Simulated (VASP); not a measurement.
A run of VASP 6.6.1 is set up as follows.

File INCAR:

```
SYSTEM = S
  PREC = Accurate
  ENCUT = 520
  EDIFF = 1E-6
  ISMEAR = 0
  SIGMA = 0.02
  LREAL = .False.
  LASPH = .True.
  NELM = 80
  ALGO = Normal
  ISIF = 2
  LWAVE = .False.
  LCHARG = .True.
  GGA = PE
  IVDW = 12
  LELF = .True.
  LVHAR = .True.
  NBANDS = 37
```

Contents of KPOINTS:

```
Automatic mesh
0
Gamma
  6 6 6
  0 0 0
```

The input POSCAR:

```
S
1.0
    7.4637949957      0.0000000000      0.0000000000
   -3.7318974978      6.4638360749      0.0000000000
    0.0000000000      0.0000000000      4.3793750546
S
9
Direct
    0.1149309629      0.1149309629      0.5000000000
    0.4570365351      0.6906549535      0.7373844420
    0.6906549535      0.4570365351      0.2626155580
    0.8850690371      0.0000000000      0.1666666667
    0.2336184184      0.5429634649      0.0707177753
    0.3093450465      0.7663815816      0.4040511087
    0.5429634649      0.2336184184      0.9292822247
    0.7663815816      0.3093450465      0.5959488913
    0.0000000000      0.8850690371      0.8333333333
```

Potentials or basis: VASP PAW PBE potentials, release 64 (S).

The run is started by

```sh
$ cat potpaw_PBE.64/S/POTCAR > POTCAR
$ mpirun -np 1 vasp_std > vasp.out
```

What does it give for the pressure?

-0.6 GPa.

Estimate the dispersion energy per atom.

-0.250 eV.

Estimate the band gap on the k mesh.

1.86 eV, indirect (least direct gap 2.00 eV).

Forces on the atoms (eV/Å):
```
S   -0.062 -0.108  0.000
S   -0.121 -0.031 -0.006
S    0.033 -0.120  0.006
S    0.125  0.000  0.000
S    0.033  0.120 -0.006
S    0.088 -0.089 -0.006
S    0.088  0.089  0.006
S   -0.121  0.031  0.006
S   -0.062  0.108  0.000
```

A k mesh can miss the band edges.
